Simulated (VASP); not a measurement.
Input of a VASP 6.6.1 run:

File POSCAR:

```
Ca
1.0
   -2.2400000000      2.2400000000      2.3296000000
    2.2400000000     -2.2400000000      2.3296000000
    2.2400000000      2.2400000000     -2.3296000000
Ca
1
Direct
    0.0000000000      0.0000000000      0.0000000000
```

File INCAR.step1:

```
SYSTEM = Ca
ALGO = Normal ; EDIFF = 1E-4
ENCUT = 520 ; GGA = PE
ISMEAR = 0 ; LASPH = .TRUE.
LCHARG = .FALSE. ; LREAL = .FALSE.
LWAVE = .TRUE. ; NBANDS = 11
NELM = 100 ; PREC = Accurate
SIGMA = 0.15
```

Contents of INCAR.step2:

```
SYSTEM = Ca
ALGO = Normal ; EDIFF = 1E-7
ENCUT = 520 ; ISIF = 2
ISMEAR = 0 ; ISTART = 1
LASPH = .TRUE. ; LCHARG = .FALSE.
LMIXTAU = .TRUE. ; LREAL = .FALSE.
LWAVE = .FALSE. ; METAGGA = R2SCAN
NBANDS = 11 ; NELM = 100
PREC = Accurate ; SIGMA = 0.15
```

The input KPOINTS:

```
k-points
0
G
  16 16 16
  0 0 0
```

Potentials or basis: VASP PAW PBE potentials, release 64 (Ca_sv).

Launch:

```bash
$ cat potpaw_PBE.64/Ca_sv/POTCAR > POTCAR
$ cp INCAR.step1 INCAR
$ mpirun -np 1 vasp_std > vasp.out
$ cp INCAR.step2 INCAR
$ mpirun -np 1 vasp_std > vasp.out
```

(1) Predict the band gap on the k mesh.

(2) Predict the pressure.

Results:

(1) zero (bands 5 and 6 overlap by 0.61 eV).

(2) -1.2 GPa.

Caveat: the cell differs from its parent crystal (strain +0.0400 x Voigt [0, 0, 1, 0, 0, 0]); the PAW data sets were made with another functional, which shifts forces and pressure a little.
